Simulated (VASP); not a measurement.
A run of VASP 6.6.1 is set up as follows.

The input INCAR:

```
PREC = Accurate ; ENCUT = 520
EDIFF = 1E-7 ; ISMEAR = 0
SIGMA = 0.05 ; LREAL = F
LASPH = T ; NELM = 60
ALGO = Normal ; ISIF = 2
LWAVE = F ; LCHARG = T
GGA = PE ; IVDW = 12
LELF = T ; LVHAR = T
NBANDS = 22
```

KPOINTS

```
regular mesh
0
Gamma
  8 8 4
```

The input POSCAR:

```
F
1.0
    2.8353901086     -1.8385628851      0.2992270380
    2.8353901086      1.8385628851      0.2992270380
   -0.8556037141      0.0000000000      6.9255694677
F
4
Direct
    0.9138648456      0.5855481450      0.0939279973
    0.4144518550      0.0861351544      0.4060720027
    0.0861351544      0.4144518550      0.9060720027
    0.5855481450      0.9138648456      0.5939279973
```

Potentials or basis: VASP PAW PBE potentials, release 64 (F).

Launch:

```sh
$ cat potpaw_PBE.64/F/POTCAR > POTCAR
$ mpirun -np 1 vasp_std > vasp.out
```

Question: What does it give for the dispersion energy per atom?

Answer: -0.025 eV.

Question: What does it give for the band gap on the k mesh?

Answer: 2.58 eV.

Question: Estimate the largest force.

Answer: 0.832 eV/Å.

Question: Predict the pressure.

Answer: -2.5 GPa.

Stress tensor (GPa, compression positive):
```
-0.62  0.00  0.58
 0.00 -1.68  0.00
 0.58  0.00 -5.06
```

A k mesh can miss the band edges.
